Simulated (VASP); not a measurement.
**Hf: single point with r2SCAN**

Hf:

```
Hf
1.0
     3.01172    0.00000    0.00000
     0.00000    3.01172    0.00000
     0.00000    0.00000    3.01172
Hf
1
Direct
  0.00000 0.00000 0.00000
```

This isn't the form of Hf at room conditions, which is hcp.

| Item | Value |
| --- | --- |
| Program | VASP 6.6.1 |
| Task | single point |
| Functional | r2SCAN |
| Potentials or basis | VASP PAW PBE potentials, release 64 (Hf_pv) |
| Cutoff | 520 eV |
| k mesh | 12 × 12 × 12 |
| Occupations | fermi-dirac, width 0.1 eV |
| Spin | no spin polarisation |
| Dipole correction | no |
| Further INCAR settings | ALGO = Normal; EDIFF = 1e-06; NBANDS = 11 |

* Pressure: -7.4 GPa
* Band gap on the k mesh: zero (bands 5 and 6 overlap by 2.16 eV)

Levels at points of the mesh, in eV from the Fermi level:
```csv
k point,band 2,band 3,band 4,band 5,band 6,band 7,band 8,band 9
"(0.00, 0.00, 0.00)",-31.41,-31.41,-6.55,-1.29,-1.29,6.22,6.22,6.22
"(0.50, 0.00, 0.00)",-31.35,-31.35,-3.17,-0.46,-0.45,3.18,3.18,6.53
"(0.50, 0.50, 0.00)",-32.03,-31.30,-2.47,-0.65,3.83,3.83,3.96,3.96
"(0.50, 0.50, 0.50)",-31.95,-31.95,-0.92,-0.92,-0.92,7.18,8.19,8.19
```

Run time: 45 s on 1 thread of Intel(R) Xeon(R) Platinum 8259CL CPU @ 2.50GHz (Skylake/Cascade Lake), on a shared host, peak memory 0.16 GiB.

Caveat: the cell stands under tension; the PAW data sets were made with another functional, which shifts forces and pressure a little; spin-orbit coupling is left out, which moves the levels of the heavy elements.
